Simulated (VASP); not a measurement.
# ZnS (I-4m2) in VASP: a series of runs

The runs below take ZnS through single point, with LDA.

Everything below comes from runs of VASP 6.6.1. Logs are shortened: lines on timing, memory, paths and dates and some standing lists are left out, and cuts for length are marked.

**1. The cell of the first run**

It takes space group I-4m2 (No. 119, tetragonal). Conventional cell: a = 3.783 Å, b = 3.783 Å, c = 5.231 Å, α = 90.00°, β = 90.00°, γ = 90.00°. Zn (site symmetry -4m2) has 4 S at 2.30 Å within 3.0 Å. S (site symmetry -4m2) has 4 Zn at 2.30 Å within 3.0 Å.

**2. Single point, LDA (in-plane strain +0.01, then relaxed in part)**

INCAR reads:

```
SYSTEM = ZnS
ALGO     = Normal         ! electronic algorithm
EDIFF    = 1E-6           ! SCF threshold, eV
ENCUT    = 520            ! plane-wave cutoff, eV
ISIF     = 2              ! what is computed and relaxed
ISMEAR   = 0              ! smearing method
LASPH    = .True.         ! aspherical terms in the spheres
LCHARG   = .False.        ! write CHGCAR
LREAL    = .False.        ! projectors in reciprocal space
LWAVE    = .False.        ! write WAVECAR
NBANDS   = 16             ! bands
NELM     = 60             ! most SCF steps
PREC     = Accurate       ! precision mode
SIGMA    = 0.01           ! smearing width, eV
```

KPOINTS reads:

```
k-points
0
Gamma
  8 8 8
  0 0 0
```

POSCAR reads:

```
ZnS
1.0
    2.6749533954      2.6749533954      0.0000000000
   -2.6749533954      2.6749533954      0.0000000000
    0.0000000000      2.6749533954      2.6155896449
Zn S
1 1
Direct
    0.7500000000      0.2500000000      0.5000000000
    0.0000000000      0.0000000000      0.0000000000
```

Potentials or basis: VASP PAW LDA potentials, release 64 (Zn, S).

On the command line:

```
$ cat potpaw_LDA.64/Zn/POTCAR potpaw_LDA.64/S/POTCAR > POTCAR
$ mpirun -np 1 vasp_std > vasp.out
```

OUTCAR:

```text
SYSTEM = ZnS
   EDIFF = 1E-6
   ENCUT = 520
   ISIF = 2
   ISMEAR = 0
   LASPH = .True.
   LREAL = .False.
   NELM = 60
   PREC = Accurate

 ion  position               nearest neighbor table
   1  0.750  0.250  0.500-   2 2.30   2 2.30   2 2.30   2 2.30
   2  0.000  0.000  0.000-   1 2.30   1 2.30   1 2.30   1 2.30

  LATTYP: Found a body centered tetragonal cell.
 ALAT       =     3.7829553705
 C/A-ratio  =     1.3828287086

  Lattice vectors:

 A1 = (   2.6749533954,   0.0000000000,  -2.6155896449)
 A2 = (  -2.6749533954,   0.0000000000,  -2.6155896449)
 A3 = (   0.0000000000,   2.6749533954,   2.6155896449)

Analysis of symmetry for initial positions (statically):
=====================================================================
 Subroutine PRICEL returns:
 Original cell was already a primitive cell.

 Routine SETGRP: Setting up the symmetry group for a
 body centered tetragonal supercell.

 Subroutine GETGRP returns: Found  8 space group operations
 (whereof  8 operations were pure point group operations)
 out of a pool of 16 trial point group operations.

The static configuration has the point symmetry D_2d.

Analysis of symmetry for dynamics (positions and initial velocities):
=====================================================================
 Subroutine PRICEL returns:
 Original cell was already a primitive cell.

 Routine SETGRP: Setting up the symmetry group for a
 body centered tetragonal supercell.

 Subroutine GETGRP returns: Found  8 space group operations
 (whereof  8 operations were pure point group operations)
 out of a pool of 16 trial point group operations.

The dynamic configuration has the point symmetry D_2d.

 Subroutine INISYM returns: Found  8 space group operations
 (whereof  8 operations are pure point group operations),
 and found     1 'primitive' translations

----------------------------------------------------------------------------------------

                                     Primitive cell

  volume of cell :      37.4311

  direct lattice vectors                    reciprocal lattice vectors
     2.674953395  2.674953395  0.000000000     0.186919144  0.186919144 -0.191161485
    -2.674953395  2.674953395  0.000000000    -0.186919144  0.186919144 -0.191161485
     0.000000000  2.674953395  2.615589645     0.000000000  0.000000000  0.382322969

  length of vectors
     3.782955370  3.782955370  3.741214356     0.326221162  0.326221162  0.382322969

  position of ions in fractional coordinates (direct lattice)
     0.750000000  0.250000000  0.500000000
     0.000000000  0.000000000  0.000000000

[... 72 lines left out ...]
   LSORBIT =      F    spin-orbit coupling
   LASPH  =      T    aspherical Exc in radial PAW
   ENCUT  =  520.0 eV  38.22 Ry    6.18 a.u.   7.03  7.03  6.96*2*pi/ulx,y,z
   NELM   =     60;   NELMIN=  2; NELMDL= -5     # of ELM steps
   EDIFF  = 0.1E-05   stopping-criterion for ELM
   LREAL  =      F    real-space projection
   EDIFFG = 0.1E-04   stopping-criterion for IOM
   NSW    =      0    number of steps for IOM
   IBRION =     -1    ionic relax: 0-MD 1-quasi-New 2-CG
   NFREE  =      0    steps in history (QN), initial steepest desc. (CG)
   ISIF   =      2    stress and relaxation
   ISYM   =      2    0-nonsym 1-usesym 2-fastsym
   POTIM  = 0.5000    time-step for ionic-motion
   TEBEG  =    0.0;   TEEND  =   0.0 temperature during run
   PSTRESS=    0.0 pullay stress
   NELECT =      18.0000    total number of electrons
   NUPDOWN=      -1.0000    fix difference up-down
   EMIN   =  10.00;   EMAX   =-10.00  energy-range for DOS
   EFERMI =   0.00;   METHOD = LEGACY
   ISMEAR =     0;   SIGMA  =   0.01  broadening in eV -4-tet -1-fermi 0-gaus
   EFERMI_NEDOS =   21; number of points for ismear=-14 and -15
   IALGO  =     38    algorithm
   IMIX   =      4    mixing-type and parameters
     AMIX     =   0.40;   BMIX     =  1.00
     AMIX_MAG =   1.60;   BMIX_MAG =  1.00
  volume/ion in A,a.u.               =      18.72       126.30
  Fermi-wavevector in a.u.,A,eV,Ry     =   1.282591  2.423746 22.382137  1.645041
  Thomas-Fermi vector in A             =   2.414894
   LORBIT       =      0    0 simple, 1 ext, 2 COOP (PROOUT), +10 PAW based schemes
   GGA     = CA    functional components
   LHFCALC =     F    Hartree Fock is set to
   AEXX    =    0.0000 exact exchange contribution
   IVDW    =     0    specifies the selected vdW correction
   LEPSILON=     F    determine dielectric tensor
   LRPA    =     F    only Hartree local field effects (RPA)
 non-spin polarized calculation
 Gauss-broadening in eV      SIGMA  =   0.01
  energy-cutoff  :      520.00
  volume of cell :       37.43
 maximum number of plane-waves:      1024
   NGX = 13   NGY = 13   NGZ = 13

 number of electron      18.0000011 magnetization

 Free energy of the ion-electron system (eV)
  ---------------------------------------------------
  ext. energy  EPLUGINS =         0.00000000
  ---------------------------------------------------
  free energy    TOTEN  =        -8.20573793 eV

  energy without entropy =       -8.20573793  energy(sigma->0) =       -8.20573793

 E-fermi :   2.5661     XC(G=0): -10.2819

 val. band max:        2.4902057824   @ k =   0.0000   0.0000   0.0000
 cond. band min:       4.5618232909   @ k =   0.0000   0.0000   0.0000
 fundamental gap:      2.0716175085
 Fermi energy:         2.5661318323

 k-point     1 :       0.0000    0.0000    0.0000
  band No.  band energies     occupation
      1     -11.0518      2.00000
      2      -4.2877      2.00000
      3      -4.2877      2.00000
      4      -4.2745      2.00000
      5      -3.7450      2.00000
      6      -3.7356      2.00000
[... 433 lines left out ...]
      3      -4.1838      2.00000
      4      -4.1584      2.00000
      5      -3.7591      2.00000
      6      -3.7115      2.00000
[... 8 lines left out ...]
     15      14.7493      0.00000
     16      15.9407      0.00000

 [... further k-points ...]
[... 5 lines left out ...]
  --------------------------------------------------------------------------------------
  -------------------------------------------------------------------------------------
  Total       -0.1761805     -0.1761805      0.0525931      0.0000000      0.0000000      0.0000000
  in kB       -7.5411275     -7.5411275      2.2511656      0.0000000      0.0000000      0.0000000
  external PRESSURE =      -4.2770298 kB  Pullay stress =       0.0000000 kB

 VOLUME and BASIS-vectors are now :
 -----------------------------------------------------------------------------
  energy-cutoff  :      520.00
  volume of cell :       37.43
      direct lattice vectors                 reciprocal lattice vectors
     2.674953395  2.674953395  0.000000000     0.186919144  0.186919144 -0.191161485
    -2.674953395  2.674953395  0.000000000    -0.186919144  0.186919144 -0.191161485
     0.000000000  2.674953395  2.615589645     0.000000000  0.000000000  0.382322969

 POSITION                                       TOTAL-FORCE (eV/Angst)
 -----------------------------------------------------------------------------------
      1.33748      4.01243      1.30779         0.000000     -0.000000      0.000000
      0.00000      0.00000      0.00000        -0.000000      0.000000      0.000000
 -----------------------------------------------------------------------------------
    total drift:                                0.000001      0.000000     -0.000000

  FREE ENERGIE OF THE ION-ELECTRON SYSTEM (eV)
  ---------------------------------------------------
  free  energy   TOTEN  =        -8.2057379317 eV

  energy  without entropy=       -8.2057379317  energy(sigma->0) =       -8.20573793
```

OSZICAR:

```text
N       E                     dE             d eps       ncg     rms          rms(c)
DAV:   1     0.806994034862E+02    0.80699E+02   -0.85389E+03  1888   0.137E+03
DAV:   2    -0.340134223589E+01   -0.84101E+02   -0.78353E+02  2200   0.260E+02
DAV:   3    -0.859050222866E+01   -0.51892E+01   -0.51663E+01  2360   0.609E+01
DAV:   4    -0.864195175905E+01   -0.51450E-01   -0.51434E-01  2360   0.631E+00
DAV:   5    -0.864248176663E+01   -0.53001E-03   -0.52999E-03  2368   0.612E-01    0.755E+00
DAV:   6    -0.824258702409E+01    0.39989E+00   -0.75180E-01  2848   0.316E+01    0.582E+00
DAV:   7    -0.821252807163E+01    0.30059E-01   -0.23036E-01  2400   0.497E+00    0.276E+00
DAV:   8    -0.820626555560E+01    0.62625E-02   -0.54551E-03  2776   0.129E+00    0.604E-01
DAV:   9    -0.820572696502E+01    0.53859E-03   -0.11902E-03  2336   0.255E-01    0.796E-02
DAV:  10    -0.820574219585E+01   -0.15231E-04   -0.98157E-05  2384   0.925E-02    0.275E-02
DAV:  11    -0.820573780399E+01    0.43919E-05   -0.12996E-05  2912   0.727E-02    0.488E-03
DAV:  12    -0.820573793173E+01   -0.12775E-06   -0.13587E-06  1688   0.106E-02
   1 F= -.82057379E+01 E0= -.82057379E+01  d E =-.101414E-29
```

stdout:

```text
POSCAR found type information on POSCAR ZnS
 POSCAR found :  2 types and       2 ions
 scaLAPACK will be used
 LDA part: xc-table for (Slater(with rela. corr.)+CA(PZ))
 , standard interpolation
 POSCAR, INCAR and KPOINTS ok, starting setup
 FFT: planning ... GRIDC
 FFT: planning ... GRID_SOFT
 FFT: planning ... GRID
 WAVECAR not read
 entering main loop
```

It took 37 s on 1 thread of Intel Xeon Platinum 8175M at 2.50GHz (Skylake/Cascade Lake), shared host; peak memory 0.16 GiB.

What came out:

- Free energy: -8.2057 eV
- Pressure: -0.4 GPa
- Band gap on the k mesh: 2.07 eV, direct

Caveat: the cell differs from its parent crystal (in-plane strain +0.01, then relaxed in part).

**3. Single point, LDA (in-plane strain +0.01)**

INCAR reads:

```
PREC = Accurate ; ENCUT = 520
EDIFF = 1E-6 ; ISMEAR = 0
SIGMA = 0.01 ; LREAL = F
LASPH = T ; NELM = 60
ALGO = Normal ; ISIF = 2
LWAVE = F ; LCHARG = F
NBANDS = 16
```

KPOINTS reads:

```
Automatic mesh
0
Gamma
  8 8 8
```

Changes to POSCAR since step 2:

```diff
@@ -4,3 +4,3 @@
    -2.6749533954      2.6749533954      0.0000000000
-    0.0000000000      2.6749533954      2.6155896449
+    0.0000000000      2.6749533954      2.6325778961
 Zn S
```

Potentials or basis: VASP PAW LDA potentials, release 64 (Zn, S).

On the command line:

```
$ cat potpaw_LDA.64/Zn/POTCAR potpaw_LDA.64/S/POTCAR > POTCAR
$ mpirun -np 1 vasp_std > vasp.out
```

Run time: 38 s. Hardware: 1 thread of Intel Xeon Platinum 8175M at 2.50GHz (Skylake/Cascade Lake), shared host; peak memory 0.16 GiB.

It converged, with:

* Free energy: -8.2056 eV
* Pressure: -1.0 GPa
* Band gap on the k mesh: 2.06 eV, direct

Stress tensor (GPa, compression positive):
```
-1.19  0.00  0.00
 0.00 -1.19  0.00
 0.00  0.00 -0.48
```

Levels at points of the mesh, in eV from the valence-band top:
```tsv
k point	band 6	band 7	band 8	band 9	band 10	band 11	band 12	band 13
(0.00, 0.00, 0.00)	-6.19	-0.06	-0.06	0.00	2.06	6.18	6.18	6.19
(0.50, 0.00, 0.00)	-5.97	-5.72	-1.03	-0.94	3.16	6.66	6.81	8.76
(0.50, 0.50, 0.00)	-5.96	-4.92	-2.44	-2.41	3.08	3.91	10.96	11.99
(0.00, 0.00, 0.50)	-5.93	-4.82	-2.52	-2.52	2.99	3.75	11.14	12.04
```

Caveat: the cell differs from its parent crystal (in-plane strain +0.01).

**4. Single point, LDA (film at in-plane strain +0.01)**

INCAR reads:

```
SYSTEM = ZnS
ALGO = Normal
EDIFF = 1E-6
ENCUT = 520
GGA = CA
ISIF = 2
ISMEAR = 0
LASPH = .True.
LCHARG = .False.
LREAL = .False.
LWAVE = .False.
NBANDS = 16
NELM = 100
PREC = Accurate
SIGMA = 0.01
```

KPOINTS reads:

```
k-points
0
Gamma
  8 8 8
  0 0 0
```

Changes to POSCAR since step 3:

```diff
@@ -4,3 +4,3 @@
    -2.6749533954      2.6749533954      0.0000000000
-    0.0000000000      2.6749533954      2.6325778961
+    0.0000000000      2.6749533954      2.6155896448
 Zn S
```

Potentials or basis: VASP PAW LDA potentials, release 64 (Zn, S).

On the command line:

```
$ cat potpaw_LDA.64/Zn/POTCAR potpaw_LDA.64/S/POTCAR > POTCAR
$ mpirun -np 1 vasp_std > vasp.out
```

OUTCAR:

```text
SYSTEM = ZnS
   EDIFF = 1E-6
   ENCUT = 520
   GGA = CA
   ISIF = 2
   ISMEAR = 0
   LASPH = .True.
   LREAL = .False.
   NELM = 100
   PREC = Accurate

 ion  position               nearest neighbor table
   1  0.750  0.250  0.500-   2 2.30   2 2.30   2 2.30   2 2.30
   2  0.000  0.000  0.000-   1 2.30   1 2.30   1 2.30   1 2.30

  LATTYP: Found a body centered tetragonal cell.
 ALAT       =     3.7829553705
 C/A-ratio  =     1.3828287086

  Lattice vectors:

 A1 = (   2.6749533954,   0.0000000000,  -2.6155896448)
[... 626 lines left out ...]
      4      -4.1584      2.00000
      5      -3.7591      2.00000
      6      -3.7115      2.00000
[... 8 lines left out ...]
     15      14.7493      0.00000
     16      15.9407      0.00000

 [... further k-points ...]
[... 5 lines left out ...]
  --------------------------------------------------------------------------------------
  -------------------------------------------------------------------------------------
  Total       -0.1761804     -0.1761804      0.0525931      0.0000000      0.0000000     -0.0000000
  in kB       -7.5411266     -7.5411266      2.2511656      0.0000000      0.0000000     -0.0000000
  external PRESSURE =      -4.2770292 kB  Pullay stress =       0.0000000 kB

 VOLUME and BASIS-vectors are now :
 -----------------------------------------------------------------------------
  energy-cutoff  :      520.00
  volume of cell :       37.43
      direct lattice vectors                 reciprocal lattice vectors
     2.674953395  2.674953395  0.000000000     0.186919144  0.186919144 -0.191161485
    -2.674953395  2.674953395  0.000000000    -0.186919144  0.186919144 -0.191161485
     0.000000000  2.674953395  2.615589645     0.000000000  0.000000000  0.382322970

 POSITION                                       TOTAL-FORCE (eV/Angst)
 -----------------------------------------------------------------------------------
      1.33748      4.01243      1.30779         0.000000      0.000000      0.000000
      0.00000      0.00000      0.00000        -0.000000     -0.000000      0.000000
 -----------------------------------------------------------------------------------
    total drift:                                0.000001      0.000000     -0.000000

  FREE ENERGIE OF THE ION-ELECTRON SYSTEM (eV)
  ---------------------------------------------------
  free  energy   TOTEN  =        -8.2057379317 eV

  energy  without entropy=       -8.2057379317  energy(sigma->0) =       -8.20573793
```

OSZICAR:

```text
N       E                     dE             d eps       ncg     rms          rms(c)
DAV:   1     0.806994034880E+02    0.80699E+02   -0.85389E+03  1888   0.137E+03
DAV:   2    -0.340134223582E+01   -0.84101E+02   -0.78353E+02  2200   0.260E+02
DAV:   3    -0.859050222866E+01   -0.51892E+01   -0.51663E+01  2360   0.609E+01
DAV:   4    -0.864195175901E+01   -0.51450E-01   -0.51434E-01  2360   0.631E+00
DAV:   5    -0.864248176663E+01   -0.53001E-03   -0.52999E-03  2368   0.612E-01    0.755E+00
DAV:   6    -0.824258702410E+01    0.39989E+00   -0.75180E-01  2848   0.316E+01    0.582E+00
DAV:   7    -0.821252807160E+01    0.30059E-01   -0.23036E-01  2400   0.497E+00    0.276E+00
DAV:   8    -0.820626555557E+01    0.62625E-02   -0.54551E-03  2776   0.129E+00    0.604E-01
DAV:   9    -0.820572696503E+01    0.53859E-03   -0.11902E-03  2336   0.255E-01    0.796E-02
DAV:  10    -0.820574219591E+01   -0.15231E-04   -0.98157E-05  2384   0.925E-02    0.275E-02
DAV:  11    -0.820573780400E+01    0.43919E-05   -0.12996E-05  2912   0.727E-02    0.488E-03
DAV:  12    -0.820573793174E+01   -0.12774E-06   -0.13587E-06  1688   0.106E-02
   1 F= -.82057379E+01 E0= -.82057379E+01  d E =-.101414E-29
```

stdout:

```text
POSCAR found type information on POSCAR ZnS
 POSCAR found :  2 types and       2 ions
 scaLAPACK will be used
 LDA part: xc-table for (Slater(with rela. corr.)+CA(PZ))
 , standard interpolation
 POSCAR, INCAR and KPOINTS ok, starting setup
 FFT: planning ... GRIDC
 FFT: planning ... GRID_SOFT
 FFT: planning ... GRID
 WAVECAR not read
 entering main loop
```

It took 19 s on 1 thread of Intel Xeon Platinum 8375C at 2.90GHz (Ice Lake), shared host; peak memory 0.16 GiB.

Results:

- Free energy: -8.2057 eV
- Pressure: -0.4 GPa
- Band gap on the k mesh: 2.07 eV, direct

Caveat: the cell differs from its parent crystal (film at in-plane strain +0.01).

(Continued in part 2 of 2.)
